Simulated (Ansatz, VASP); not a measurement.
**ZnS: VASP beside Ansatz**

POSCAR

```
ZnS
1.0
    3.8849116535      0.0000000000      0.0000000000
   -1.9424558268      3.2984629249      0.0000000000
    0.0000000000      0.0000000000     12.4664651431
Zn S
4 4
Direct
    0.0000000000      0.0000000000      0.0001143924
    0.0000000000      0.0000000000      0.5001143924
    0.3333333333      0.6666666667      0.2500706174
    0.6666666667      0.3333333333      0.7500706174
    0.0000000000      0.0000000000      0.1872361436
    0.0000000000      0.0000000000      0.6872361436
    0.3333333333      0.6666666667      0.4375788466
    0.6666666667      0.3333333333      0.9375788466
```

File INCAR.step1:

```
SYSTEM = ZnS
ALGO = Normal
EDIFF = 1E-4
ENCUT = 520
GGA = PE
ISMEAR = 0
LASPH = .True.
LCHARG = .False.
LREAL = .False.
LWAVE = .True.
NBANDS = 46
NELM = 60
PREC = Accurate
SIGMA = 0.05
```

Contents of INCAR.step2:

```
SYSTEM = ZnS
ALGO = Normal
EDIFF = 1E-6
ENCUT = 520
ISIF = 2
ISMEAR = 0
ISTART = 1
LASPH = .True.
LCHARG = .True.
LELF = .True.
LMIXTAU = .True.
LREAL = .False.
LVHAR = .True.
LWAVE = .False.
METAGGA = R2SCAN
NBANDS = 46
NELM = 60
PREC = Accurate
SIGMA = 0.05
```

Contents of KPOINTS:

```
k-points
0
Gamma
  6 6 2
  0 0 0
```

Input for Ansatz:

```yaml
crystal:
  lattice:
    - [3.8849116535, 0.0, 0.0]
    - [-1.9424558268, 3.2984629249, 0.0]
    - [0.0, 0.0, 12.4664651431]
  atoms:
    - { symbol: Zn, position: [0.0, 0.0, 0.0001143924] }
    - { symbol: Zn, position: [0.0, 0.0, 0.5001143924] }
    - { symbol: Zn, position: [0.3333333333, 0.6666666667, 0.2500706174] }
    - { symbol: Zn, position: [0.6666666667, 0.3333333333, 0.7500706174] }
    - { symbol: S, position: [0.0, 0.0, 0.1872361436] }
    - { symbol: S, position: [0.0, 0.0, 0.6872361436] }
    - { symbol: S, position: [0.3333333333, 0.6666666667, 0.4375788466] }
    - { symbol: S, position: [0.6666666667, 0.3333333333, 0.9375788466] }
basis:
  ecutwfc: 500
kpoints:
  mp_grid: { grid: [6, 6, 2] }
hamiltonian:
  xc: r2scan
scf:
  occupations: { method: gaussian, width: 0.05 }
output:
  forces: true
  stress: true
  eigenvalues: true
```

Change from the starting cell: strain +0.0200 x Voigt [1, 0, 0, 0, 0, 0], atoms carried along.

Alike in both runs: task single point; functional r2SCAN; k mesh 6 × 6 × 2; occupations gaussian, width 0.05 eV; no spin polarisation.

|  | VASP | Ansatz |
| --- | --- | --- |
| version | VASP 6.6.1 | Ansatz 0.2.0 |
| potentials or method | VASP PAW PBE potentials, release 64 (Zn, S), cutoff 520 eV | scalar-relativistic, plane waves, PAW |
| valence electrons in the cell | 72 | 72 |

VASP gave:

* gap on the k mesh at the Fermi level (eV): 2.64
* least direct gap on the mesh (eV): 2.64
* pressure (GPa): -1.4
* traceless stress, the component that is largest in VASP (GPa): -1.48
* rms of the force components (eV/Å): 0.065

**Question.** Which values does Ansatz return?

**Answer.** gap on the k mesh at the Fermi level (eV): 2.63; least direct gap on the mesh (eV): 2.63; pressure (GPa): -1.5; traceless stress, the component that is largest in VASP (GPa): -1.48; rms of the force components (eV/Å): 0.062.

VASP's potentials were made for PBE, not for r2SCAN. Atom by atom the forces differ by 0.009 eV/Å (rms over components).
